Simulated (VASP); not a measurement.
Rh, 2 atoms in the cell. It takes space group P6_3/mmc (No. 194, hexagonal). Conventional cell: a = 2.687 Å, b = 2.687 Å, c = 4.388 Å, α = 90.00°, β = 90.00°, γ = 120.00°. Within 3.5 Å of Rh (site symmetry -6m2) lie 12 Rh at 2.69 Å. This isn't the form of Rh at room conditions, which is fcc.

* Program: VASP 6.6.1
* Task: relaxation of cell and atoms
* Functional: PBE
* Potentials or basis: VASP PAW PBE potentials, release 64 (Rh_pv)
* Cutoff: 600 eV
* k mesh: 18 × 18 × 10
* Occupations: gaussian, width 0.05 eV
* Spin: no spin polarisation
* Dipole correction: no
* Further INCAR settings: ALGO = Normal; EDIFF = 1e-07; IBRION = 2; EDIFFG = -0.01; NSW = 80; ISIF = 3

Potentials or basis: VASP PAW PBE potentials, release 64 (Rh_pv).

Run with:

```sh
$ cat potpaw_PBE.64/Rh_pv/POTCAR > POTCAR
$ mpirun -np 1 vasp_std > vasp.out
```

Hardware: 1 thread of Intel(R) Xeon(R) 6975P-C (Granite Rapids) (shared host).

Problem. Estimate the wall time of this run.

Solution. It took 2.4 min on 1 thread of Intel(R) Xeon(R) 6975P-C (Granite Rapids), with other jobs on the host, peak memory 0.25 GiB. Counts: scf iterations 50, k points 222, ion steps 6.
